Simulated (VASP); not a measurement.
# Al (Fm-3m) in VASP: settings compared

Aim: see how the results for Al move with the level of theory and the settings. Levels: PBE+D4, PBEsol+D4, LDA. Tasks: single point.

Everything below comes from runs of VASP 6.6.1. Logs are shortened: lines on timing, memory, paths and dates and some standing lists are left out, and cuts for length are marked.

## (1) The cell of the first run

Symmetry: Fm-3m, No. 225, cubic system. The conventional cell has a = 4.103 Å, b = 4.103 Å, c = 4.103 Å, α = 90.00°, β = 90.00°, γ = 90.00°. Al (site symmetry m-3m) has 12 Al at 2.90 Å within 3.8 Å.

## (2) Single point, PBE+D4

File INCAR:

```
SYSTEM = Al
PREC     = Accurate       ! precision mode
ENCUT    = 520            ! plane-wave cutoff, eV
EDIFF    = 1E-6           ! SCF threshold, eV
ISMEAR   = -1             ! smearing method
SIGMA    = 0.05           ! smearing width, eV
LREAL    = .False.        ! projectors in reciprocal space
LASPH    = .True.         ! aspherical terms in the spheres
NELM     = 100            ! most SCF steps
ALGO     = Normal         ! electronic algorithm
ISIF     = 2              ! what is computed and relaxed
LWAVE    = .False.        ! write WAVECAR
LCHARG   = .False.        ! write CHGCAR
GGA      = PE             ! functional
IVDW     = 13             ! dispersion correction
NBANDS   = 8              ! bands
```

File KPOINTS:

```
Automatic mesh
0
Gamma
  11 11 11
  0 0 0
```

File POSCAR:

```
Al
1.0
    0.0000000000      2.0514502267      2.0514502267
    2.0514502267      0.0000000000      2.0514502267
    2.0514502267      2.0514502267      0.0000000000
Al
1
Direct
    0.0000000000      0.0000000000      0.0000000000
```

Potentials or basis: VASP PAW PBE potentials, release 64 (Al).

Command:

```console
cat potpaw_PBE.64/Al/POTCAR > POTCAR
mpirun -np 1 vasp_std > vasp.out
```

OUTCAR:

```text
SYSTEM = Al
   PREC = Accurate
   ENCUT = 520
   EDIFF = 1E-6
   ISMEAR = -1
   LREAL = .False.
   LASPH = .True.
   NELM = 100
   ISIF = 2
   GGA = PE
   IVDW = 13

 ion  position               nearest neighbor table
   1  0.000  0.000  0.000-

  LATTYP: Found a face centered cubic cell.
 ALAT       =     4.1029004534

  Lattice vectors:

 A1 = (   0.0000000000,   2.0514502267,   2.0514502267)
 A2 = (   2.0514502267,   0.0000000000,   2.0514502267)
 A3 = (   2.0514502267,   2.0514502267,   0.0000000000)

Analysis of symmetry for initial positions (statically):
=====================================================================
 Subroutine PRICEL returns:
 Original cell was already a primitive cell.

 Routine SETGRP: Setting up the symmetry group for a
 face centered cubic supercell.

 Subroutine GETGRP returns: Found 48 space group operations
[... 9 lines left out ...]

 Routine SETGRP: Setting up the symmetry group for a
 face centered cubic supercell.

 Subroutine GETGRP returns: Found 48 space group operations
 (whereof 48 operations were pure point group operations)
 out of a pool of 48 trial point group operations.

The dynamic configuration has the point symmetry O_h .

 Subroutine INISYM returns: Found 48 space group operations
 (whereof 48 operations are pure point group operations),
 and found     1 'primitive' translations

----------------------------------------------------------------------------------------

                                     Primitive cell

  volume of cell :      17.2668

  direct lattice vectors                    reciprocal lattice vectors
     0.000000000  2.051450227  2.051450227    -0.243730018  0.243730018  0.243730018
     2.051450227  0.000000000  2.051450227     0.243730018 -0.243730018  0.243730018
     2.051450227  2.051450227  0.000000000     0.243730018  0.243730018 -0.243730018

  length of vectors
     2.901188733  2.901188733  2.901188733     0.422152774  0.422152774  0.422152774

  position of ions in fractional coordinates (direct lattice)
     0.000000000  0.000000000  0.000000000

  ion indices of the primitive-cell ions
   primitive index   ion index
                 1           1

----------------------------------------------------------------------------------------

 KPOINTS: Automatic mesh

Automatic generation of k-mesh.
 Grid dimensions read from file:
 generate k-points for:   11   11   11

 Generating k-lattice:

  Cartesian coordinates                     Fractional coordinates (reciprocal lattice)
    -0.022157274  0.022157274  0.022157274     0.090909091  0.000000000  0.000000000
     0.022157274 -0.022157274  0.022157274     0.000000000  0.090909091  0.000000000
     0.022157274  0.022157274 -0.022157274     0.000000000  0.000000000  0.090909091

  Length of vectors
     0.038377525  0.038377525  0.038377525

  Shift w.r.t. Gamma in fractional coordinates (k-lattice)
     0.000000000  0.000000000  0.000000000

 Subroutine IBZKPT returns following result:
 ===========================================

 Found     56 irreducible k-points:

 Following reciprocal coordinates:
            Coordinates               Weight
  0.000000  0.000000  0.000000      1.000000
  0.090909  0.000000  0.000000      8.000000
  0.181818  0.000000  0.000000      8.000000
  0.272727  0.000000  0.000000      8.000000
  0.363636  0.000000  0.000000      8.000000
  0.454545  0.000000  0.000000      8.000000
[... 16 lines left out ...]
 -0.272727  0.181818  0.000000     24.000000
 -0.181818  0.181818  0.000000     12.000000
 [... further k-points ...]
   k-points           NKPTS =     56   k-points in BZ     NKDIM =     56   number of bands    NBANDS=      8
   number of dos      NEDOS =    301   number of ions     NIONS =      1
   total plane-waves  NPLWV =  13824
   dimension x,y,z NGX =    24 NGY =   24 NGZ =   24
   dimension x,y,z NGXF=    48 NGYF=   48 NGZF=   48
   ions per type =               1
   NGX,Y,Z   is equivalent  to a cutoff of  13.75, 13.75, 13.75 a.u.
   NGXF,Y,Z  is equivalent  to a cutoff of  27.51, 27.51, 27.51 a.u.
 SYSTEM =  Al
   PREC   = accura    normal or accurate (medium, high low for compatibility)
   ISTART =      0    job   : 0-new  1-cont  2-samecut
   ICHARG =      2    charge: 1-file 2-atom 10-const
   ISPIN  =      1    spin polarized calculation?
   LNONCOLLINEAR =      F non collinear calculations
   LSORBIT =      F    spin-orbit coupling
   LASPH  =      T    aspherical Exc in radial PAW
   ENCUT  =  520.0 eV  38.22 Ry    6.18 a.u.   5.39  5.39  5.39*2*pi/ulx,y,z
   NELM   =    100;   NELMIN=  2; NELMDL= -5     # of ELM steps
   EDIFF  = 0.1E-05   stopping-criterion for ELM
   LREAL  =      F    real-space projection
   EDIFFG = 0.1E-04   stopping-criterion for IOM
   NSW    =      0    number of steps for IOM
   IBRION =     -1    ionic relax: 0-MD 1-quasi-New 2-CG
   NFREE  =      0    steps in history (QN), initial steepest desc. (CG)
   ISIF   =      2    stress and relaxation
   ISYM   =      2    0-nonsym 1-usesym 2-fastsym
   POTIM  = 0.5000    time-step for ionic-motion
   TEBEG  =    0.0;   TEEND  =   0.0 temperature during run
   PSTRESS=    0.0 pullay stress
   NELECT =       3.0000    total number of electrons
   NUPDOWN=      -1.0000    fix difference up-down
   EMIN   =  10.00;   EMAX   =-10.00  energy-range for DOS
   EFERMI =   0.00;   METHOD = LEGACY
   ISMEAR =    -1;   SIGMA  =   0.05  broadening in eV -4-tet -1-fermi 0-gaus
   EFERMI_NEDOS =   21; number of points for ismear=-14 and -15
   IALGO  =     38    algorithm
   IMIX   =      4    mixing-type and parameters
     AMIX     =   0.40;   BMIX     =  1.00
     AMIX_MAG =   1.60;   BMIX_MAG =  1.00
  volume/ion in A,a.u.               =      17.27       116.52
  Fermi-wavevector in a.u.,A,eV,Ry     =   0.913505  1.726274 11.353945  0.834491
  Thomas-Fermi vector in A             =   2.038024
   LORBIT       =      0    0 simple, 1 ext, 2 COOP (PROOUT), +10 PAW based schemes
   GGA     = PE    functional components
   LHFCALC =     F    Hartree Fock is set to
   AEXX    =    0.0000 exact exchange contribution
   IVDW    =    13    specifies the selected vdW correction
   LEPSILON=     F    determine dielectric tensor
   LRPA    =     F    only Hartree local field effects (RPA)
 non-spin polarized calculation
  energy-cutoff  :      520.00
  volume of cell :       17.27
 maximum number of plane-waves:       483
 NGX is ok and might be reduce to    24
   NGX = 11   NGY = 11   NGZ = 11

 number of electron       3.0000000 magnetization

 Free energy of the ion-electron system (eV)
  ---------------------------------------------------
  ext. energy  EPLUGINS =         0.00000000
  ---------------------------------------------------
  free energy    TOTEN  =        -3.74782951 eV

  energy without entropy =       -3.74374865  energy(sigma->0) =       -3.74578908

 E-fermi :   7.5520     XC(G=0): -10.0334

 val. band max:        7.3113841829   @ k =  -0.4545   0.4545   0.0909
 cond. band min:       7.5568832532   @ k =  -0.4545   0.3636   0.0000
 fundamental gap:      0.2454990703
 Fermi energy:         7.5519505849

 k-point     1 :       0.0000    0.0000    0.0000
  band No.  band energies     occupation
      1      -3.2900      2.00000
      2      19.9046      0.00000
      3      19.9046      0.00000
      4      19.9046      0.00000
      5      21.0597      0.00000
      6      21.0597      0.00000
      7      21.0597      0.00000
      8      23.6748      0.00000

 k-point     2 :       0.0909    0.0000    0.0000
  band No.  band energies     occupation
      1      -3.0721      2.00000
      2      16.9817      0.00000
      3      19.1975      0.00000
      4      19.1975      0.00000
      5      21.8291      0.00000
      6      22.0887      0.00000
      7      22.0887      0.00000
      8      25.3943      0.00000

 k-point     3 :       0.1818    0.0000    0.0000
  band No.  band energies     occupation
      1      -2.4203      2.00000
      2      13.4181      0.00000
      3      18.4538      0.00000
      4      18.4538      0.00000
      5      21.6309      0.00000
      6      22.9279      0.00000
      7      22.9279      0.00000
      8      24.5179      0.00000

 k-point     4 :       0.2727    0.0000    0.0000
  band No.  band energies     occupation
      1      -1.3403      2.00000
      2      10.0725      0.00000
      3      18.0433      0.00000
      4      18.0433      0.00000
      5      21.4361      0.00000
      6      21.4774      0.00000
      7      21.4774      0.00000
      8      25.3772      0.00000

 k-point     5 :       0.3636    0.0000    0.0000
  band No.  band energies     occupation
      1       0.1589      2.00000
      2       7.0426      1.99992
      3      17.9928      0.00000
      4      17.9928      0.00000
      5      20.0903      0.00000
      6      20.0903      0.00000
      7      21.5116      0.00000
      8      23.9210      0.00000
[... 177 lines left out ...]
 k-point    22 :      -0.3636    0.1818    0.0000
  band No.  band energies     occupation
      1       2.1341      2.00000
      2       5.9311      2.00000
      3      12.0652      0.00000
      4      16.3060      0.00000
      5      18.1726      0.00000
      6      22.5659      0.00000
      7      25.0632      0.00000
      8      27.9992      0.00000

 k-point    23 :      -0.2727    0.1818    0.0000
  band No.  band energies     occupation
      1       0.3717      2.00000
      2       8.6591      0.00000
      3      11.9221      0.00000
      4      17.4889      0.00000
      5      19.4409      0.00000
      6      22.3637      0.00000
      7      24.6343      0.00000
      8      25.1894      0.00000

 k-point    24 :      -0.1818    0.1818    0.0000
  band No.  band energies     occupation
      1      -0.9820      2.00000
      2      11.2937      0.00000
      3      12.6065      0.00000
      4      19.0191      0.00000
      5      21.0268      0.00000
      6      22.1525      0.00000
      7      23.0786      0.00000
      8      24.0151      0.00000

 [... further k-points ...]

------------------------ aborting loop because EDIFF is reached ----------------------------------------

  DFT-D4 for vdW energy calculation

  Edisp (eV):   -0.32909

  FORCE on cell =-STRESS in cart. coord.  units (eV):
  Direction    XX          YY          ZZ          XY          YZ          ZX
  --------------------------------------------------------------------------------------
  -------------------------------------------------------------------------------------
  Total      -0.66461    -0.66461    -0.66461    -0.00000    -0.00000     0.00000
  in kB     -61.66856   -61.66856   -61.66856    -0.00000    -0.00000     0.00000
  external pressure =      -61.67 kB  Pullay stress =        0.00 kB

 VOLUME and BASIS-vectors are now :
 -----------------------------------------------------------------------------
  energy-cutoff  :      520.00
  volume of cell :       17.27
      direct lattice vectors                 reciprocal lattice vectors
     0.000000000  2.051450227  2.051450227    -0.243730018  0.243730018  0.243730018
     2.051450227  0.000000000  2.051450227     0.243730018 -0.243730018  0.243730018
     2.051450227  2.051450227  0.000000000     0.243730018  0.243730018 -0.243730018

 POSITION                                       TOTAL-FORCE (eV/Angst)
 -----------------------------------------------------------------------------------
      0.00000      0.00000      0.00000        -0.000000     -0.000000      0.000000
 -----------------------------------------------------------------------------------
    total drift:                                0.000000     -0.000000     -0.000000

  FREE ENERGIE OF THE ION-ELECTRON SYSTEM (eV)
  ---------------------------------------------------
  free  energy   TOTEN  =        -4.0769179578 eV

  energy  without entropy=       -4.0728370990  energy(sigma->0) =       -4.07487753
```

It took 3.8 s on 1 thread of Intel Xeon 6975P-C, shared host; peak memory 0.13 GiB.

What came out:

```yaml
Free_energy: -4.0769 eV
Pressure: -6.2 GPa
Dispersion_energy_per_atom: -0.329 eV
```

Caveat: pairwise dispersion overbinds metals, which lowers pressure and volume.

## (3) Single point, PBE+D4

This run uses another cell than the first one, of 17.60 Å³/atom, 1.019 times its volume.

File INCAR:

```
ALGO = Normal
EDIFF = 1E-7
ENCUT = 520
GGA = PE
ISIF = 2
ISMEAR = -1
IVDW = 13
LASPH = True
LCHARG = False
LREAL = False
LWAVE = False
NBANDS = 8
NELM = 60
PREC = Accurate
SIGMA = 0.05
```

File KPOINTS:

```
k-points
0
Gamma
  11 11 11
```

File POSCAR:

```
Al
1.0
    0.0000000000      2.0645171409      2.0645171409
    2.0645171409      0.0000000000      2.0645171409
    2.0645171409      2.0645171409      0.0000000000
Al
1
Direct
    0.0000000000      0.0000000000      0.0000000000
```

Potentials or basis: VASP PAW PBE potentials, release 64 (Al).

Command:

```console
cat potpaw_PBE.64/Al/POTCAR > POTCAR
mpirun -np 1 vasp_std > vasp.out
```

It took 3.8 s on 1 thread of Intel Xeon 6975P-C, shared host; peak memory 0.13 GiB.

Results (log left out):

* Free energy: -4.0630 eV
* Pressure: -7.2 GPa
* Dispersion energy per atom: -0.323 eV

Levels at points of the mesh, in eV from the Fermi level:
```csv
k point,band 1,band 2,band 3,band 4,band 5,band 6
"(0.00, 0.00, 0.00)",-10.71,12.25,12.25,12.25,13.27,13.27
```

Caveat: pairwise dispersion overbinds metals, which lowers pressure and volume.

## (4) Single point, PBEsol+D4

This run uses another cell than the first one, of 16.93 Å³/atom, 0.981 times its volume.

File INCAR:

```
SYSTEM = Al
  PREC = Accurate
  ENCUT = 520
  EDIFF = 1E-6
  ISMEAR = -1
  SIGMA = 0.05
  LREAL = .False.
  LASPH = .True.
  NELM = 60
  ALGO = Normal
  ISIF = 2
  LWAVE = .False.
  LCHARG = .True.
  GGA = PS
  IVDW = 13
  LELF = .True.
  LVHAR = .True.
  NBANDS = 8
```

File KPOINTS:

```
regular mesh
0
Gamma
  11 11 11
  0 0 0
```

File POSCAR:

```
Al
1.0
    0.0000000000      2.0382146954      2.0382146954
    2.0382146954      0.0000000000      2.0382146954
    2.0382146954      2.0382146954      0.0000000000
Al
1
Direct
    0.0000000000      0.0000000000      0.0000000000
```

Command:

```console
cat potpaw_PBE.64/Al/POTCAR > POTCAR
mpirun -np 1 vasp_std > vasp.out
```

Wall time 4 s (1 thread of Intel Xeon 6975P-C, shared host); peak memory 0.13 GiB.

Results (log left out):

| Quantity | Value |
| --- | --- |
| Free energy | -4.2893 eV |
| Pressure | -5.1 GPa |
| Dispersion energy per atom | -0.195 eV |

Levels at points of the mesh, in eV from the Fermi level:
```
           k point  band 1  band 2  band 3  band 4
(0.00, 0.00, 0.00)  -10.96   12.44   12.44   12.44
```

Caveat: the PAW data sets were made with another functional, which shifts forces and pressure a little; pairwise dispersion overbinds metals, which lowers pressure and volume.

## (5) Single point, LDA (volume scaled by 0.96)

File INCAR:

```
SYSTEM = Al
PREC     = Accurate       ! precision mode
ENCUT    = 520            ! plane-wave cutoff, eV
EDIFF    = 1E-7           ! SCF threshold, eV
ISMEAR   = -1             ! smearing method
SIGMA    = 0.05           ! smearing width, eV
LREAL    = .FALSE.        ! projectors in reciprocal space
LASPH    = .TRUE.         ! aspherical terms in the spheres
NELM     = 80             ! most SCF steps
ALGO     = Fast           ! electronic algorithm
ISIF     = 2              ! what is computed and relaxed
LWAVE    = .FALSE.        ! write WAVECAR
LCHARG   = .TRUE.         ! write CHGCAR
GGA      = CA             ! functional
LELF     = .TRUE.         ! ELF
LVHAR    = .TRUE.       
NBANDS   = 8              ! bands
```

File KPOINTS:

```
Automatic mesh
0
G
  11 11 11
  0 0 0
```

File POSCAR:

```
Al
1.0
    0.0000000000      1.9974394157      1.9974394157
    1.9974394157      0.0000000000      1.9974394157
    1.9974394157      1.9974394157      0.0000000000
Al
1
Direct
    0.0000000000      0.0000000000      0.0000000000
```

Potentials or basis: VASP PAW LDA potentials, release 64 (Al).

Command:

```console
cat potpaw_LDA.64/Al/POTCAR > POTCAR
mpirun -np 1 vasp_std > vasp.out
```

Wall time 4.4 s (1 thread of AMD EPYC 9R45 (Zen 5), shared host); peak memory 0.09 GiB.

Results (log left out):

* Free energy: -4.2012 eV
* Pressure: -0.5 GPa

Levels at points of the mesh, in eV from the Fermi level:
| k point | band 1 | band 2 | band 3 | band 4 | band 5 |
| --- | --- | --- | --- | --- | --- |
| (0.00, 0.00, 0.00) | -11.35 | 12.75 | 12.75 | 12.75 | 14.34 |

Caveat: the cell differs from its parent crystal (volume scaled by 0.96).

## (6) The runs side by side

```csv
level,potentials or basis,cell,gap on the mesh (eV),pressure (GPa)
PBE+D4,"VASP PAW PBE potentials, release 64 (Al)","a = 2.901 Å, angles 60.0°, 1 atom",none,-6.2
PBE+D4,"VASP PAW PBE potentials, release 64 (Al)","a = 2.920 Å, angles 60.0°, 1 atom",none,-7.2
PBEsol+D4,"VASP PAW PBE potentials, release 64 (Al)","a = 2.882 Å, angles 60.0°, 1 atom",none,-5.1
LDA,"VASP PAW LDA potentials, release 64 (Al)","a = 2.825 Å, angles 60.0°, 1 atom",none,-0.5
```

Alike in all rows: task single point; no spin polarisation; k mesh 11 × 11 × 11; cutoff (eV) 520; smearing fermi-dirac 0.05 eV.

Caveats: pairwise dispersion overbinds metals, which lowers pressure and volume (some runs); the PAW data sets were made with another functional, which shifts forces and pressure a little (some runs).

Absolute energies hang on the potentials; compare differences alone.
